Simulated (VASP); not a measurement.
A run of VASP 6.6.1 is set up as follows.

INCAR

```
SYSTEM = C4N
PREC = Accurate
ENCUT = 600
EDIFF = 1E-6
ISMEAR = 0
SIGMA = 0.1
LREAL = .False.
LASPH = .True.
NELM = 100
ALGO = Normal
ISIF = 3
LWAVE = .False.
LCHARG = .False.
GGA = PE
IBRION = 2
NSW = 90
EDIFFG = -0.04
```

KPOINTS

```
regular mesh
0
Gamma
  4 4 4
  0 0 0
```

File POSCAR:

```
C4N
1.0
    3.9688800800      0.0000000000      0.0000000000
    0.0000000000      3.9688800800      0.0000000000
    0.0000000000      0.0000000000      3.9688800800
C N
4 1
Direct
    0.0000000000      0.0000000000      0.0000000000
    0.5000000000      0.5000000000      0.0000000000
    0.5000000000      0.0000000000      0.5000000000
    0.0000000000      0.5000000000      0.5000000000
    0.5000000000      0.5000000000      0.5000000000
```

Potentials or basis: VASP PAW PBE potentials, release 64 (C, N).

Run with:

```bash
$ cat potpaw_PBE.64/C/POTCAR potpaw_PBE.64/N/POTCAR > POTCAR
$ mpirun -np 1 vasp_std > vasp.out
```

Task: What does it give for the space group after relaxing (to 0.05 Å)?

Result: Pm-3m (No. 221).

Task: What does it give for the relaxed volume?

Result: 7.39 Å³/atom.

Task: Estimate the relaxed cell.

Result: a = 3.331 Å, b = 3.331 Å, c = 3.331 Å, α = 90.00°, β = 90.00°, γ = 90.00°.

Final structure:
```
C N
1.0
     3.33124    0.00000    0.00000
     0.00000    3.33124    0.00000
     0.00000    0.00000    3.33124
C N
4 1
Direct
  0.00000 0.00000 0.00000
  0.50000 0.50000 0.00000
  0.50000 0.00000 0.50000
  0.00000 0.50000 0.50000
  0.50000 0.50000 0.50000
```

Caveat: the k points lie up to 0.47 Å⁻¹ apart in the final cell; the volume moved by over 15 % at a fixed basis, so the end points are rough.
